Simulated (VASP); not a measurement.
Here is a VASP 6.6.1 calculation.

File INCAR:

```
SYSTEM = Sr4LiCl8
ALGO     = Normal         ! electronic algorithm
EDIFF    = 1E-6           ! SCF threshold, eV
ENCUT    = 520            ! plane-wave cutoff, eV
GGA      = PE             ! functional
ISIF     = 2              ! what is computed and relaxed
ISMEAR   = -1             ! smearing method
LASPH    = .TRUE.         ! aspherical terms in the spheres
LCHARG   = .TRUE.         ! write CHGCAR
LELF     = .TRUE.         ! ELF
LREAL    = .FALSE.        ! projectors in reciprocal space
LVHAR    = .TRUE.       
LWAVE    = .FALSE.        ! write WAVECAR
NBANDS   = 62             ! bands
NELECT   = 98.0         
NELM     = 80             ! most SCF steps
PREC     = Accurate       ! precision mode
SIGMA    = 0.02           ! smearing width, eV
```

File KPOINTS:

```
k-points
0
G
  2 2 2
  0 0 0
```

File POSCAR:

```
Sr4LiCl8
1.0
    6.9650000000      0.0000000000      0.0000000000
    0.0000000000      6.9650000000      0.0000000000
    0.0000000000      0.0000000000      6.9650000000
Sr Cl Li
4 8 1
Direct
   -0.0095776023     -0.0000335966     -0.0001343862
    0.4907731515      0.5002307251     -0.0001355348
    0.4907702800     -0.0000361809      0.5001330940
   -0.0103844939      0.5013095477      0.5012211055
    0.2211751615      0.2693566403      0.2692400574
    0.7013661163      0.7893448672      0.7892476669
    0.7592383345      0.7313863604      0.2664993539
    0.2828170854      0.2079503230      0.7924897344
    0.7592310122      0.2665931084      0.7312934673
    0.2828219670      0.7926011486      0.2078402010
    0.2241457286      0.7316203877      0.7315079684
    0.6979154343      0.2077319454      0.2076320172
    0.4901988514      1.0002364681      0.0001376884
```

Potentials or basis: VASP PAW PBE potentials, release 64 (Sr_sv, Cl, Li_sv).

The run is started by

```sh
$ cat potpaw_PBE.64/Sr_sv/POTCAR potpaw_PBE.64/Cl/POTCAR potpaw_PBE.64/Li_sv/POTCAR > POTCAR
$ mpirun -np 1 vasp_std > vasp.out
```

(1) What does it give for the largest force?

## Answers

(1) 0.013 eV/Å.

Caveat: the k points lie up to 0.45 Å⁻¹ apart; the cell carries a net charge on a neutralising background, which shifts energy and pressure.
